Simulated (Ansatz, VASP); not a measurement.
# Si: VASP beside Ansatz

```
Si
1.0
     0.05431    2.74262    2.74262
     2.74262    0.05431    2.74262
     2.74262    2.74262    0.05431
Si
2
Direct
  0.50000 0.50000 0.50000
  0.75000 0.75000 0.75000
```

Change from the starting cell: equal xy, yz and zx shear strains of +2 %, crystal datasets.

Alike in both runs: task electric field gradients; functional LDA; k mesh 11 × 11 × 11; occupations fermi-dirac, width 0.08 eV; no spin polarisation.

```csv
,VASP,Ansatz
version,VASP 6.6.1,Ansatz 0.2.0
potentials or method,"VASP PAW LDA potentials, release 64 (Si), cutoff 520 eV","all-electron PAW with datasets made for the crystal, scalar-relativistic"
```

|  | VASP | Ansatz | Ansatz less VASP |
| --- | --- | --- | --- |
| pressure (GPa) | -1.3 | -1.4 | -0.09 |
| traceless stress, the component that is largest in VASP (GPa) | -1.94 | -1.92 | +0.014 |
| rms of the force components (eV/Å) | 0.168 | 0.167 | -0.0004 |
| size of Vzz on the site where it differs most (V/Å²) | 8.2 | 7.7 | -0.46 |

LDA's correlation is that of Perdew and Zunger in VASP and of Perdew and Wang (1992) in Ansatz. Atom by atom the forces differ by 0.000 eV/Å (rms over components). Ansatz ran all-electron here, and VASP with PAW potentials.
